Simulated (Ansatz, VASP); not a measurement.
## Cu: VASP beside Ansatz

```xyz
2
Lattice="1.2147 -3.9595 0.0000 1.2147 3.9595 0.0000 0.0000 0.0000 2.4676" Properties=species:S:1:pos:R:3 pbc="T T T"
Cu    1.2147    2.8995    0.6169
Cu    1.2147   -2.8995    1.8507
```

Alike in both runs: functional PBEsol; k mesh 18 × 18 × 16; occupations gaussian, width 0.1 eV; no spin polarisation.

Ansatz relaxed the structure, and its values are those at the end. VASP's run is a single point on that final structure, the one shown.

|  | VASP | Ansatz |
| --- | --- | --- |
| version | VASP 6.6.1 | Ansatz 0.2.0 |
| potentials or method | VASP PAW PBE potentials, release 64 (Cu), cutoff 520 eV | scalar-relativistic, plane waves, PAW |
| valence electrons in the cell | 22 | 38 |

```tsv
	VASP	Ansatz	Ansatz less VASP
gap on the k mesh at the Fermi level (eV)	none	none	-
pressure (GPa)	1.2	0.0	-1.18
rms of the force components (eV/Å)	0.004	0.000	-0.0035
```

VASP's potentials were made for PBE, not for PBEsol, and Ansatz warns of the same on its side. A gap of «none» marks a metal or a gap that the smearing closes. The functional is the same, so the differences come from potentials, cutoffs and numerics. VASP's potentials hold 22 valence electrons a cell and Ansatz's 38, so a difference there can come from the potentials and not from the codes.
